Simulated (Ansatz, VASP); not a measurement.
B: VASP beside Ansatz

```
CELL_PARAMETERS angstrom
1.70243 0.00000 0.00000
-0.85122 1.47435 0.00000
0.00000 0.00000 3.81719
ATOMIC_POSITIONS crystal
B 0.00000 0.00000 0.00000
```

Change from the starting cell: strain +0.000 along x and y, +0.050 along z, atoms carried along.

Alike in both runs: task single point; functional LDA; k mesh 33 × 33 × 14; occupations gaussian, width 0.15 eV; no spin polarisation.

|  | VASP | Ansatz |
| --- | --- | --- |
| version | VASP 6.6.1 | Ansatz 0.2.0 |
| potentials or method | VASP PAW LDA potentials, release 64 (B), cutoff 520 eV | scalar-relativistic, plane waves, PAW |
| valence electrons in the cell | 3 | 3 |

```csv
,VASP,Ansatz,Ansatz less VASP
gap on the k mesh at the Fermi level (eV),none,none,-
pressure (GPa),-3.0,-3.1,-0.08
"traceless stress, the component that is largest in VASP (GPa)",0.86,1.04,+0.180
```

LDA's correlation is that of Perdew and Zunger in VASP and of Perdew and Wang (1992) in Ansatz. A gap of «none» marks a metal or a gap that the smearing closes.
